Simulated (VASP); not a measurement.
## Ni: single point with PBE

Crystal: Ni.

```
Ni
1.0
     2.32927    0.00000    0.00000
     0.00000    2.32927    0.00000
     0.00000    0.00000    2.32927
Ni
1
Direct
  0.00000 0.00000 0.00000
```

This isn't the form of Ni at room conditions, which is fcc.

| Item | Value |
| --- | --- |
| Program | VASP 6.6.1 |
| Task | single point |
| Functional | PBE |
| Potentials or basis | VASP PAW PBE potentials, release 64 (Ni) |
| Cutoff | 520 eV |
| k mesh | 16 × 16 × 16 |
| Occupations | fermi-dirac, width 0.05 eV |
| Spin | collinear spin, ferromagnetic start |
| Starting moments | [1.5] μB |
| Dipole correction | no |
| Further INCAR settings | ALGO = Normal; EDIFF = 1e-06; NBANDS = 15 |

```json
{
 "Pressure": "-0.2 GPa",
 "Net moment": "0.54 μB per cell",
 "Site moments": "Ni +0.55 μB",
 "Valence electrons inside the program's atomic spheres": "Ni 9.24"
}
```

Levels at points of the mesh, in eV from the Fermi level:
Spin up:
| k point | band 1 | band 2 | band 3 | band 4 | band 5 | band 6 | band 7 | band 8 | band 9 | band 10 |
| --- | --- | --- | --- | --- | --- | --- | --- | --- | --- | --- |
| (0.00, 0.00, 0.00) | -7.97 | -3.57 | -3.57 | -0.38 | -0.38 | -0.38 | 19.37 | 19.37 | 19.37 | 23.17 |
| (0.50, 0.00, 0.00) | -3.91 | -3.15 | -1.40 | -1.40 | -1.03 | -0.29 | 3.57 | 24.46 | 26.61 | 26.66 |
| (0.50, 0.50, 0.00) | -4.15 | -2.81 | -1.19 | -1.19 | 0.37 | 5.18 | 5.18 | 11.17 | 11.24 | 31.10 |
| (0.50, 0.50, 0.50) | -3.25 | -3.25 | -3.25 | 0.43 | 0.43 | 11.72 | 11.72 | 11.72 | 13.85 | 16.99 |
Spin down:
```csv
k point,band 1,band 2,band 3,band 4,band 5,band 6,band 7,band 8,band 9,band 10
"(0.00, 0.00, 0.00)",-7.95,-3.13,-3.13,0.28,0.28,0.28,19.45,19.45,19.45,23.26
"(0.50, 0.00, 0.00)",-3.65,-2.69,-1.03,-0.79,-0.79,0.37,3.93,24.39,26.59,26.80
"(0.50, 0.50, 0.00)",-3.73,-2.37,-0.57,-0.57,0.94,5.21,5.21,11.41,11.42,31.09
"(0.50, 0.50, 0.50)",-2.75,-2.75,-2.75,0.99,0.99,11.81,11.81,11.81,13.76,17.13
```

It took 63 s on 1 thread of Intel Xeon 8259CL (shared host), peak memory 0.16 GiB.
